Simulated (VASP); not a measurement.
# Ru (P6_3/mmc) in VASP: single point with RPBE

Aim: the single point of Ru with RPBE.

Program: VASP 6.6.1. These are calculated values, not measurements. Logs are shortened: lines on timing, memory, paths and dates and some standing lists are left out, and cuts for length are marked.

## Step 1: The cell of the first run

Symmetry: P6_3/mmc, No. 194, hexagonal system. The conventional cell has a = 2.737 Å, b = 2.737 Å, c = 4.306 Å, α = 90.00°, β = 90.00°, γ = 120.00°. Within 3.5 Å of Ru (site symmetry -6m2) lie 12 Ru at 2.67 to 2.74 Å.

## Step 2: Single point, RPBE, collinear spin, ferromagnetic start

Contents of INCAR:

```
SYSTEM = Ru
PREC = Accurate
ENCUT = 520
EDIFF = 1E-6
ISMEAR = -1
SIGMA = 0.05
LREAL = .False.
LASPH = .True.
NELM = 150
ALGO = Normal
ISIF = 2
LWAVE = .False.
LCHARG = .False.
ISPIN = 2
MAGMOM = 1 1
LORBIT = 11
LMAXMIX = 4
GGA = RP
NBANDS = 25
```

Contents of KPOINTS:

```
Automatic mesh
0
Gamma
  22 22 12
  0 0 0
```

Contents of POSCAR:

```
Ru
1.0
    2.7370095373      0.0000000000      0.0000000000
   -1.3685047686      2.3703197897      0.0000000000
    0.0000000000      0.0000000000      4.3056799152
Ru
2
Direct
    0.3333333333      0.6666666667      0.2500000000
    0.6666666667      0.3333333333      0.7500000000
```

Potentials or basis: VASP PAW PBE potentials, release 64 (Ru_pv).

The run is started by

```console
$ cat potpaw_PBE.64/Ru_pv/POTCAR > POTCAR
$ mpirun -np 1 vasp_std > vasp.out
```

OUTCAR:

```text
SYSTEM = Ru
   PREC = Accurate
   ENCUT = 520
   EDIFF = 1E-6
   ISMEAR = -1
   LREAL = .False.
   LASPH = .True.
   NELM = 150
   ISIF = 2
   ISPIN = 2
   LORBIT = 11
   GGA = RP

 ion  position               nearest neighbor table
   1  0.333  0.667  0.250-   2 2.67   2 2.67   2 2.67   2 2.67   2 2.67   2 2.67
   2  0.667  0.333  0.750-   1 2.67   1 2.67   1 2.67   1 2.67   1 2.67   1 2.67

  LATTYP: Found a hexagonal cell.
 ALAT       =     2.7370095373
 C/A-ratio  =     1.5731329601

  Lattice vectors:

 A1 = (   2.7370095373,   0.0000000000,   0.0000000000)
 A2 = (  -1.3685047686,   2.3703197897,   0.0000000000)
 A3 = (   0.0000000000,   0.0000000000,   4.3056799152)

Analysis of symmetry for initial positions (statically):
=====================================================================
 Subroutine PRICEL returns:
 Original cell was already a primitive cell.

 Routine SETGRP: Setting up the symmetry group for a
 hexagonal supercell.

 Subroutine GETGRP returns: Found 24 space group operations
 (whereof 12 operations were pure point group operations)
 out of a pool of 24 trial point group operations.

The static configuration has the point symmetry D_3d.
 The point group associated with its full space group is D_6h.

Analysis of symmetry for dynamics (positions and initial velocities):
=====================================================================
 Subroutine PRICEL returns:
 Original cell was already a primitive cell.

 Routine SETGRP: Setting up the symmetry group for a
 hexagonal supercell.

 Subroutine GETGRP returns: Found 24 space group operations
 (whereof 12 operations were pure point group operations)
 out of a pool of 24 trial point group operations.

The dynamic configuration has the point symmetry D_3d.
 The point group associated with its full space group is D_6h.

Analysis of structural, dynamic, and magnetic symmetry:
=====================================================================
 Subroutine PRICEL returns:
 Original cell was already a primitive cell.

 Routine SETGRP: Setting up the symmetry group for a
 hexagonal supercell.

 Subroutine GETGRP returns: Found 24 space group operations
 (whereof 12 operations were pure point group operations)
 out of a pool of 24 trial point group operations.

The overall configuration has the point symmetry D_3d.
 The point group associated with its full space group is D_6h.

 Subroutine INISYM returns: Found 24 space group operations
[... 118 lines left out ...]
  volume/ion in A,a.u.               =      13.97        94.25
  Fermi-wavevector in a.u.,A,eV,Ry     =   1.638397  3.096122 36.522733  2.684345
  Thomas-Fermi vector in A             =   2.729377
   LORBIT       =     11    0 simple, 1 ext, 2 COOP (PROOUT), +10 PAW based schemes
   GGA     = RP    functional components
   LHFCALC =     F    Hartree Fock is set to
   AEXX    =    0.0000 exact exchange contribution
   IVDW    =     0    specifies the selected vdW correction
   LEPSILON=     F    determine dielectric tensor
   LRPA    =     F    only Hartree local field effects (RPA)
 spin polarized calculation
  energy-cutoff  :      520.00
  volume of cell :       27.93
 maximum number of plane-waves:       768
   NGX = 11   NGY = 11   NGZ = 17

 number of electron      28.0000012 magnetization       0.0016889

 number of electron      28.0000012 magnetization      -0.0002852

 Free energy of the ion-electron system (eV)
  ---------------------------------------------------
  ext. energy  EPLUGINS =         0.00000000
  ---------------------------------------------------
  free energy    TOTEN  =       -17.18443237 eV

  energy without entropy =      -17.17215469  energy(sigma->0) =      -17.17829353

 E-fermi :  12.4107     XC(G=0): -13.8695

 val. band max:       12.4106590995   @ k =   0.1818   0.1364   0.1667
 cond. band min:      12.4181920759   @ k =   0.2727   0.0000   0.3333
 fundamental gap:      0.0075329764
 Fermi energy:        12.4107273042

 spin component 1

 k-point     1 :       0.0000    0.0000    0.0000
  band No.  band energies     occupation
      1     -31.1541      1.00000
      2     -30.3043      1.00000
      3     -30.3043      1.00000
      4     -30.1439      1.00000
      5     -30.1439      1.00000
      6     -30.1011      1.00000
[... 661 lines left out ...]
     24      30.5120      0.00000
     25      31.2287      0.00000

 [... further k-points ...]

 spin component 2

 k-point     1 :       0.0000    0.0000    0.0000
  band No.  band energies     occupation
      1     -31.1541      1.00000
      2     -30.3044      1.00000
      3     -30.3044      1.00000
      4     -30.1439      1.00000
      5     -30.1439      1.00000
      6     -30.1011      1.00000
[... 661 lines left out ...]
     24      30.5117      0.00000
     25      31.2286      0.00000

 [... further k-points ...]

------------------------ aborting loop because EDIFF is reached ----------------------------------------

  FORCE on cell =-STRESS in cart. coord.  units (eV):
  Direction    XX          YY          ZZ          XY          YZ          ZX
  --------------------------------------------------------------------------------------
  -------------------------------------------------------------------------------------
  Total       -0.0844973     -0.0844973      0.1018394     -0.0000000      0.0000000     -0.0000000
  in kB       -4.8464997     -4.8464997      5.8411931     -0.0000000      0.0000000     -0.0000000
  external PRESSURE =      -1.2839354 kB  Pullay stress =       0.0000000 kB

 VOLUME and BASIS-vectors are now :
 -----------------------------------------------------------------------------
  energy-cutoff  :      520.00
  volume of cell :       27.93
      direct lattice vectors                 reciprocal lattice vectors
     2.737009537  0.000000000  0.000000000     0.365362264  0.210942001  0.000000000
    -1.368504769  2.370319790  0.000000000     0.000000000  0.421884002  0.000000000
     0.000000000  0.000000000  4.305679915     0.000000000  0.000000000  0.232251356

 POSITION                                       TOTAL-FORCE (eV/Angst)
 -----------------------------------------------------------------------------------
     -0.00000      1.58021      1.07642        -0.000000      0.000000      0.000000
      1.36850      0.79011      3.22926         0.000000     -0.000000      0.000000
 -----------------------------------------------------------------------------------
    total drift:                               -0.000000      0.000000     -0.000000

  FREE ENERGIE OF THE ION-ELECTRON SYSTEM (eV)
  ---------------------------------------------------
  free  energy   TOTEN  =       -17.1844323722 eV

  energy  without entropy=      -17.1721546901  energy(sigma->0) =      -17.17829353

 total charge

# of ion       s       p       d       tot
------------------------------------------
    1        0.396   6.295   5.923  12.614
    2        0.396   6.295   5.923  12.614
--------------------------------------------------
tot          0.792  12.589  11.845  25.227

 magnetization (x)

# of ion       s       p       d       tot
------------------------------------------
    1       -0.000  -0.000  -0.000  -0.000
    2       -0.000  -0.000  -0.000  -0.000
--------------------------------------------------
tot         -0.000  -0.000  -0.000  -0.000
```

OSZICAR:

```text
N       E                     dE             d eps       ncg     rms          rms(c)
DAV:   1     0.292210370047E+03    0.29221E+03   -0.16844E+04 36536   0.124E+03
DAV:   2    -0.116084003288E+02   -0.30382E+03   -0.29224E+03 38647   0.393E+02
DAV:   3    -0.181527884833E+02   -0.65444E+01   -0.64958E+01 47528   0.635E+01
DAV:   4    -0.181882581316E+02   -0.35470E-01   -0.35426E-01 39559   0.488E+00
DAV:   5    -0.181884792509E+02   -0.22112E-03   -0.22109E-03 39044   0.377E-01    0.168E+01
DAV:   6    -0.172463581532E+02    0.94212E+00   -0.20873E+00 38782   0.135E+01    0.431E+00
DAV:   7    -0.171878029867E+02    0.58555E-01   -0.18082E-01 41545   0.355E+00    0.188E+00
DAV:   8    -0.171872395668E+02    0.56342E-03   -0.49864E-03 38496   0.618E-01    0.765E-01
DAV:   9    -0.171843256064E+02    0.29140E-02   -0.18525E-03 38564   0.405E-01    0.221E-01
DAV:  10    -0.171844129028E+02   -0.87296E-04   -0.62135E-04 37925   0.227E-01    0.595E-02
DAV:  11    -0.171844264005E+02   -0.13498E-04   -0.16830E-05 41510   0.390E-02    0.243E-02
DAV:  12    -0.171844317063E+02   -0.53058E-05   -0.33248E-06 33320   0.145E-02    0.995E-03
DAV:  13    -0.171844323722E+02   -0.66587E-06   -0.66696E-07 23323   0.697E-03
   1 F= -.17184432E+02 E0= -.17178294E+02  d E =-.122777E-01  mag=     0.0000
```

stdout:

```text
POSCAR found type information on POSCAR Ru
 POSCAR found :  1 types and       2 ions
 scaLAPACK will be used
 -----------------------------------------------------------------------------
|                                                                             |
|                                                                             |
|     You enforced a specific xc type in the INCAR file but a different       |
|     I HOPE YOU KNOW WHAT YOU ARE DOING!                                     |
|                                                                             |
 -----------------------------------------------------------------------------

 LDA part: xc-table for (Slater+PW92), standard interpolation
 POSCAR, INCAR and KPOINTS ok, starting setup
 FFT: planning ... GRIDC
 FFT: planning ... GRID_SOFT
 FFT: planning ... GRID
 WAVECAR not read
 entering main loop
```

It took 2.6 min on 1 thread of AMD EPYC 9R45 (Zen 5), shared host; peak memory 0.38 GiB.

Results:

```yaml
Free_energy: -17.1844 eV
Pressure: -0.1 GPa
Band_gap_on_the_k_mesh: zero (filled and empty bands overlap)
Net_moment: 0.00 μB per cell
Valence_electrons_inside_the_program's_atomic_spheres: Ru 12.61
```

Levels at points of the mesh, in eV from the Fermi level:
Spin up:
```tsv
k point	band 10	band 11	band 12	band 13	band 14	band 15	band 16	band 17	band 18	band 19
(0.00, 0.00, 0.00)	-2.49	-2.27	-1.83	-1.83	-1.38	-1.38	1.12	1.12	1.34	10.07
(0.50, 0.00, 0.00)	-2.93	-1.97	-1.76	-1.44	1.31	1.72	1.83	3.89	5.91	10.54
(0.00, 0.00, 0.50)	-2.67	-2.67	-2.67	-2.59	-2.59	0.51	0.51	0.51	0.51	10.54
(0.50, 0.00, 0.50)	-4.32	-1.04	-1.04	0.42	0.42	1.56	1.56	3.28	3.28	10.24
```
Spin down:
```tsv
k point	band 12	band 13	band 14	band 15	band 16	band 17
(0.00, 0.00, 0.00)	-1.83	-1.83	-1.38	-1.38	1.12	1.12
(0.50, 0.00, 0.00)	-1.76	-1.44	1.31	1.72	1.83	3.89
(0.00, 0.00, 0.50)	-2.67	-2.59	-2.59	0.51	0.51	0.51
(0.50, 0.00, 0.50)	-1.04	0.42	0.42	1.56	1.56	3.28
```

Caveat: an empty level that is flat over the whole mesh can mark a ghost state of the potentials, or a narrow d or f band; the PAW data sets were made with another functional, which shifts forces and pressure a little.
